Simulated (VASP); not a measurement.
# MnO (Manganosite) (Fm-3m) in VASP: single point with PBE+U

Aim: the single point of MnO (Manganosite) with PBE+U.

Everything below comes from runs of VASP 6.6.1. Logs are shortened: lines on timing, memory, paths and dates and some standing lists are left out, and cuts for length are marked.

### Step 1. The cell of the first run

It takes space group Fm-3m (No. 225, cubic). The conventional cell has a = 4.446 Å, b = 4.446 Å, c = 4.446 Å, α = 90.00°, β = 90.00°, γ = 90.00°. Within 2.9 Å of Mn (site symmetry m-3m) lie 6 O at 2.22 Å. O (site symmetry m-3m) has 6 Mn at 2.22 Å within 2.9 Å.

### Step 2. Single point, PBE+U, collinear spin, ferromagnetic start

The input, INCAR:

```
SYSTEM = MnO
PREC = Accurate ; ENCUT = 600
EDIFF = 1E-6 ; ISMEAR = -1
SIGMA = 0.1 ; LREAL = .FALSE.
LASPH = .TRUE. ; NELM = 200
ALGO = Normal ; ISIF = 2
LWAVE = .FALSE. ; LCHARG = .TRUE.
ISPIN = 2 ; MAGMOM = 3.2 3.2 0 0
LORBIT = 11 ; LMAXMIX = 4
LDAU = .TRUE. ; LDAUTYPE = 2
LDAUL = 2 -1 ; LDAUU = 6 0
LDAUJ = 0 0 ; LDAUPRINT = 1
GGA = PE ; LELF = .TRUE.
LVHAR = .TRUE. ; NBANDS = 31
GGA_COMPAT = .FALSE.
```

The input, KPOINTS:

```
regular mesh
0
G
  11 11 11
  0 0 0
```

The input, POSCAR:

```
MnO
1.0
    0.0000000000      2.2230000000      2.2230000000
    4.4460000000      0.0000000000      4.4460000000
    2.2230000000      2.2230000000      0.0000000000
Mn O
2 2
Direct
    0.0000000000      0.0000000000      0.0000000000
    0.0000000000      0.5000000000      0.0000000000
    0.5000000000      0.2500000000      0.5000000000
    0.5000000000      0.7500000000      0.5000000000
```

Potentials or basis: VASP PAW PBE potentials, release 64 (Mn_pv, O).

Launch:

```console
$ cat potpaw_PBE.64/Mn_pv/POTCAR potpaw_PBE.64/O/POTCAR > POTCAR
$ mpirun -np 1 vasp_std > vasp.out
```

OUTCAR:

```text
SYSTEM = MnO
   PREC = Accurate
   ENCUT = 600
   EDIFF = 1E-6
   ISMEAR = -1
   LREAL = .FALSE.
   LASPH = .TRUE.
   NELM = 200
   ISIF = 2
   ISPIN = 2
   LORBIT = 11
   GGA = PE

 ion  position               nearest neighbor table
   1  0.000  0.000  0.000-   4 2.22   3 2.22   4 2.22   3 2.22   4 2.22   3 2.22   2 3.14   2 3.14
                             2 3.14   2 3.14   2 3.14   2 3.14
   2  0.000  0.500  0.000-   3 2.22   3 2.22   4 2.22   3 2.22   4 2.22   4 2.22   1 3.14   1 3.14
                             1 3.14   1 3.14   1 3.14   1 3.14
   3  0.500  0.250  0.500-   1 2.22   1 2.22   2 2.22   1 2.22   2 2.22   2 2.22
   4  0.500  0.750  0.500-   2 2.22   1 2.22   2 2.22   1 2.22   2 2.22   1 2.22

  LATTYP: Found a trigonal (rhomboedric) cell.
 ALAT       =     5.4452156982
 COS(alpha) =     0.8333333333

  Lattice vectors:

 A1 = (   2.2230000000,  -4.4460000000,   2.2230000000)
 A2 = (   4.4460000000,  -2.2230000000,   2.2230000000)
 A3 = (   2.2230000000,  -2.2230000000,   4.4460000000)

Analysis of symmetry for initial positions (statically):
=====================================================================
 Subroutine PRICEL returns following result:

  LATTYP: Found a face centered cubic cell.
 ALAT       =     4.4460000000
[... 12 lines left out ...]
 Subroutine GETGRP returns: Found 12 space group operations
 (whereof 12 operations were pure point group operations)
 out of a pool of 12 trial point group operations.

The static configuration has the point symmetry D_3d.

Analysis of symmetry for dynamics (positions and initial velocities):
=====================================================================
 Subroutine PRICEL returns following result:

  LATTYP: Found a face centered cubic cell.
 ALAT       =     4.4460000000
[... 12 lines left out ...]
 Subroutine GETGRP returns: Found 12 space group operations
 (whereof 12 operations were pure point group operations)
 out of a pool of 12 trial point group operations.

The dynamic configuration has the point symmetry D_3d.

Analysis of structural, dynamic, and magnetic symmetry:
=====================================================================
 Subroutine PRICEL returns following result:

  LATTYP: Found a face centered cubic cell.
 ALAT       =     4.4460000000
[... 12 lines left out ...]
 Subroutine GETGRP returns: Found 12 space group operations
 (whereof 12 operations were pure point group operations)
 out of a pool of 12 trial point group operations.

The overall configuration has the point symmetry D_3d.

 Subroutine INISYM returns: Found 12 space group operations
 (whereof 12 operations are pure point group operations),
 and found     2 'primitive' translations

----------------------------------------------------------------------------------------

                                     Primitive cell

  volume of cell :      21.9709

  direct lattice vectors                    reciprocal lattice vectors
     0.000000000  2.223000000  2.223000000    -0.224921278  0.224921278  0.224921278
     2.223000000  0.000000000  2.223000000     0.224921278 -0.224921278  0.224921278
     2.223000000  2.223000000  0.000000000     0.224921278  0.224921278 -0.224921278

  length of vectors
     3.143796749  3.143796749  3.143796749     0.389575080  0.389575080  0.389575080

  position of ions in fractional coordinates (direct lattice)
     0.000000000  0.000000000  0.000000000
     0.500000000  0.500000000  0.500000000

  ion indices of the primitive-cell ions
   primitive index   ion index
                 1           1
                 2           3

----------------------------------------------------------------------------------------

 KPOINTS: regular mesh

Automatic generation of k-mesh.
 Grid dimensions read from file:
 generate k-points for:   11   11   11

 Generating k-lattice:

  Cartesian coordinates                     Fractional coordinates (reciprocal lattice)
    -0.020447389  0.020447389  0.020447389     0.090909091  0.000000000  0.000000000
     0.010223694 -0.010223694  0.010223694     0.000000000  0.090909091  0.000000000
[... 81 lines left out ...]
  Thomas-Fermi vector in A             =   2.663027
   LORBIT       =     11    0 simple, 1 ext, 2 COOP (PROOUT), +10 PAW based schemes
 LDA+U is selected, type is set to LDAUTYPE =  2
   angular momentum for each species LDAUL =     2   -1
   U (eV)           for each species LDAUU =   6.0  0.0
   J (eV)           for each species LDAUJ =   0.0  0.0
   GGA     = PE    functional components
   LHFCALC =     F    Hartree Fock is set to
   AEXX    =    0.0000 exact exchange contribution
   IVDW    =     0    specifies the selected vdW correction
   LEPSILON=     F    determine dielectric tensor
   LRPA    =     F    only Hartree local field effects (RPA)
 spin polarized calculation
  energy-cutoff  :      600.00
  volume of cell :       43.94
 maximum number of plane-waves:      1484
 NGX is ok and might be reduce to    28
   NGX = 13   NGY = 25   NGZ = 13

 number of electron      37.9999998 magnetization       9.9995490

atom =   1  type =  1  l = 2

 onsite density matrix

spin component  1

  0.9467  0.0000  0.0000 -0.0000  0.0000
  0.0000  0.9467 -0.0000 -0.0000  0.0000
  0.0000 -0.0000  0.9828  0.0000 -0.0000
 -0.0000 -0.0000  0.0000  0.9467  0.0000
  0.0000  0.0000 -0.0000  0.0000  0.9828

spin component  2

  0.0160 -0.0000  0.0000  0.0000 -0.0000
 -0.0000  0.0160 -0.0000  0.0000  0.0000
  0.0000 -0.0000  0.0630  0.0000  0.0000
  0.0000  0.0000  0.0000  0.0160  0.0000
 -0.0000  0.0000  0.0000  0.0000  0.0630

 occupancies and eigenvectors

  o =  0.0160  v =  0.0000  0.0000  0.0000  0.0000  0.0000 -0.5774 -0.5774 -0.0000  0.5774  0.0000      0.0000  0.0000  0.0000  0.0000  0.0000  0.0000  0.0000  0.0000  0.0000  0.0000
  o =  0.0160  v =  0.0000  0.0000  0.0000  0.0000  0.0000 -0.1128  0.7567  0.0000  0.6439 -0.0000      0.0000  0.0000  0.0000  0.0000  0.0000  0.0000  0.0000  0.0000  0.0000  0.0000
  o =  0.0160  v =  0.0000  0.0000  0.0000  0.0000  0.0000  0.8087 -0.3066 -0.0000  0.5021 -0.0000      0.0000  0.0000  0.0000  0.0000  0.0000  0.0000  0.0000  0.0000  0.0000  0.0000
  o =  0.0630  v =  0.0000  0.0000  0.0000  0.0000  0.0000  0.0000 -0.0000  0.0013 -0.0000 -1.0000      0.0000  0.0000  0.0000  0.0000  0.0000  0.0000  0.0000  0.0000  0.0000  0.0000
  o =  0.0630  v =  0.0000  0.0000  0.0000  0.0000  0.0000 -0.0000  0.0000 -1.0000 -0.0000 -0.0013      0.0000  0.0000  0.0000  0.0000  0.0000  0.0000  0.0000  0.0000  0.0000  0.0000
  o =  0.9467  v = -0.7302  0.0486  0.0000 -0.6815  0.0000  0.0000  0.0000  0.0000  0.0000  0.0000      0.0000  0.0000  0.0000  0.0000  0.0000  0.0000  0.0000  0.0000  0.0000  0.0000
  o =  0.9467  v = -0.3654  0.8150  0.0000  0.4496 -0.0000  0.0000  0.0000  0.0000  0.0000  0.0000      0.0000  0.0000  0.0000  0.0000  0.0000  0.0000  0.0000  0.0000  0.0000  0.0000
  o =  0.9467  v = -0.5774 -0.5774  0.0000  0.5774  0.0000  0.0000  0.0000  0.0000  0.0000  0.0000      0.0000  0.0000  0.0000  0.0000  0.0000  0.0000  0.0000  0.0000  0.0000  0.0000
  o =  0.9828  v = -0.0000  0.0000 -1.0000 -0.0000 -0.0000  0.0000  0.0000  0.0000  0.0000  0.0000      0.0000  0.0000  0.0000  0.0000  0.0000  0.0000  0.0000  0.0000  0.0000  0.0000
  o =  0.9828  v =  0.0000  0.0000 -0.0000  0.0000  1.0000  0.0000  0.0000  0.0000  0.0000  0.0000      0.0000  0.0000  0.0000  0.0000  0.0000  0.0000  0.0000  0.0000  0.0000  0.0000

atom =   2  type =  1  l = 2

 onsite density matrix

spin component  1

  0.9467  0.0000  0.0000 -0.0000  0.0000
  0.0000  0.9467 -0.0000 -0.0000  0.0000
  0.0000 -0.0000  0.9828  0.0000  0.0000
 -0.0000 -0.0000  0.0000  0.9467  0.0000
  0.0000  0.0000  0.0000  0.0000  0.9828

spin component  2

  0.0160 -0.0000  0.0000  0.0000 -0.0000
 -0.0000  0.0160 -0.0000  0.0000  0.0000
  0.0000 -0.0000  0.0630  0.0000 -0.0000
  0.0000  0.0000  0.0000  0.0160  0.0000
 -0.0000  0.0000 -0.0000  0.0000  0.0630

 occupancies and eigenvectors

  o =  0.0160  v =  0.0000  0.0000  0.0000  0.0000  0.0000  0.5774  0.5774 -0.0000 -0.5774 -0.0000      0.0000  0.0000  0.0000  0.0000  0.0000  0.0000  0.0000  0.0000  0.0000  0.0000
  o =  0.0160  v =  0.0000  0.0000  0.0000  0.0000  0.0000 -0.6908  0.7223  0.0000  0.0315 -0.0000      0.0000  0.0000  0.0000  0.0000  0.0000  0.0000  0.0000  0.0000  0.0000  0.0000
  o =  0.0160  v =  0.0000  0.0000  0.0000  0.0000  0.0000  0.4352  0.3807 -0.0000  0.8159 -0.0000      0.0000  0.0000  0.0000  0.0000  0.0000  0.0000  0.0000  0.0000  0.0000  0.0000
  o =  0.0630  v =  0.0000  0.0000  0.0000  0.0000  0.0000 -0.0000 -0.0000 -0.0334 -0.0000 -0.9994      0.0000  0.0000  0.0000  0.0000  0.0000  0.0000  0.0000  0.0000  0.0000  0.0000
  o =  0.0630  v =  0.0000  0.0000  0.0000  0.0000  0.0000  0.0000 -0.0000  0.9994  0.0000 -0.0334      0.0000  0.0000  0.0000  0.0000  0.0000  0.0000  0.0000  0.0000  0.0000  0.0000
  o =  0.9467  v = -0.1018 -0.6507  0.0000 -0.7525  0.0000  0.0000  0.0000  0.0000  0.0000  0.0000      0.0000  0.0000  0.0000  0.0000  0.0000  0.0000  0.0000  0.0000  0.0000  0.0000
  o =  0.9467  v =  0.8101 -0.4932 -0.0000  0.3169  0.0000  0.0000  0.0000  0.0000  0.0000  0.0000      0.0000  0.0000  0.0000  0.0000  0.0000  0.0000  0.0000  0.0000  0.0000  0.0000
  o =  0.9467  v =  0.5774  0.5774 -0.0000 -0.5774 -0.0000  0.0000  0.0000  0.0000  0.0000  0.0000      0.0000  0.0000  0.0000  0.0000  0.0000  0.0000  0.0000  0.0000  0.0000  0.0000
  o =  0.9828  v =  0.0000 -0.0000  1.0000  0.0000  0.0000  0.0000  0.0000  0.0000  0.0000  0.0000      0.0000  0.0000  0.0000  0.0000  0.0000  0.0000  0.0000  0.0000  0.0000  0.0000
  o =  0.9828  v =  0.0000  0.0000 -0.0000  0.0000  1.0000  0.0000  0.0000  0.0000  0.0000  0.0000      0.0000  0.0000  0.0000  0.0000  0.0000  0.0000  0.0000  0.0000  0.0000  0.0000

 number of electron      37.9999998 magnetization      10.0000756

 Free energy of the ion-electron system (eV)
  ---------------------------------------------------
  ext. energy  EPLUGINS =         0.00000000
  ---------------------------------------------------
  free energy    TOTEN  =       -30.13145083 eV

  energy without entropy =      -30.13108280  energy(sigma->0) =      -30.13126681

 E-fermi :   7.0772     XC(G=0): -11.7853

 val. band max:        6.5269539902   @ k =   0.0000   0.0000   0.0000
 cond. band min:       7.1556873815   @ k =   0.0000   0.0000   0.0000
 fundamental gap:      0.6287333913
 Fermi energy:         7.0771535005

 spin component 1

 k-point     1 :       0.0000    0.0000    0.0000
  band No.  band energies     occupation
      1     -42.9106      1.00000
      2     -42.8556      1.00000
      3     -42.8556      1.00000
      4     -42.8472      1.00000
      5     -42.8472      1.00000
      6     -42.8472      1.00000
[... 1625 lines left out ...]
     30      21.1322      0.00000
     31      21.1748      0.00000

 [... further k-points ...]

------------------------ aborting loop because EDIFF is reached ----------------------------------------

  FORCE on cell =-STRESS in cart. coord.  units (eV):
  Direction    XX          YY          ZZ          XY          YZ          ZX
  --------------------------------------------------------------------------------------
  -------------------------------------------------------------------------------------
  Total        2.3516522      2.3516522      2.3516522     -0.0002880     -0.0002880      0.0002880
  in kB       85.7443071     85.7443071     85.7443071     -0.0105019     -0.0105019      0.0105019
  external PRESSURE =      85.7443071 kB  Pullay stress =       0.0000000 kB

 VOLUME and BASIS-vectors are now :
 -----------------------------------------------------------------------------
  energy-cutoff  :      600.00
  volume of cell :       43.94
      direct lattice vectors                 reciprocal lattice vectors
     0.000000000  2.223000000  2.223000000    -0.224921278  0.224921278  0.224921278
     4.446000000  0.000000000  4.446000000     0.112460639 -0.112460639  0.112460639
     2.223000000  2.223000000  0.000000000     0.224921278  0.224921278 -0.224921278

 POSITION                                       TOTAL-FORCE (eV/Angst)
 -----------------------------------------------------------------------------------
      0.00000      0.00000      0.00000         0.000000      0.000000     -0.000000
      2.22300      0.00000      2.22300         0.000000     -0.000000     -0.000000
      2.22300      2.22300      2.22300         0.000000      0.000000     -0.000000
      4.44600      2.22300      4.44600        -0.000000     -0.000000      0.000000
 -----------------------------------------------------------------------------------
    total drift:                                0.000000      0.000000      0.000000

  FREE ENERGIE OF THE ION-ELECTRON SYSTEM (eV)
  ---------------------------------------------------
  free  energy   TOTEN  =       -30.1314508292 eV

  energy  without entropy=      -30.1310827982  energy(sigma->0) =      -30.13126681

 total charge

# of ion       s       p       d       tot
------------------------------------------
    1        0.209   6.186   4.960  11.354
    2        0.209   6.186   4.960  11.354
    3        1.550   3.468   0.000   5.018
    4        1.550   3.468   0.000   5.018
--------------------------------------------------
tot          3.518  19.307   9.919  32.744

 magnetization (x)

# of ion       s       p       d       tot
------------------------------------------
    1        0.032   0.027   4.621   4.680
    2        0.032   0.027   4.621   4.680
    3        0.020   0.098   0.000   0.119
    4        0.020   0.098   0.000   0.119
--------------------------------------------------
tot          0.105   0.250   9.241   9.597
```

It took 22 min on 1 thread of AMD EPYC 7R13, shared host; peak memory 0.44 GiB.

Results:

```yaml
Free_energy: -30.1315 eV
Pressure: 8.6 GPa
Band_gap_on_the_k_mesh: 0.63 eV
Net_moment: 10.00 μB per cell
Site_moments: Mn +4.68; O +0.12 μB
Valence_electrons_inside_the_program's_atomic_spheres: Mn 11.35; O 5.02
```

Eigenvalues of the final occupation matrices:
| site | spin | trace | eigenvalues |
| --- | --- | --- | --- |
| site 1 d | 1 | 4.81 | 0.95 0.95 0.95 0.98 0.98 |
| site 1 d | 2 | 0.17 | 0.02 0.02 0.02 0.06 0.06 |
| site 2 d | 1 | 4.81 | 0.95 0.95 0.95 0.98 0.98 |
| site 2 d | 2 | 0.17 | 0.02 0.02 0.02 0.06 0.06 |

Caveat: only a ferromagnetic start was run, and an antiferromagnetic order may lie lower in energy.
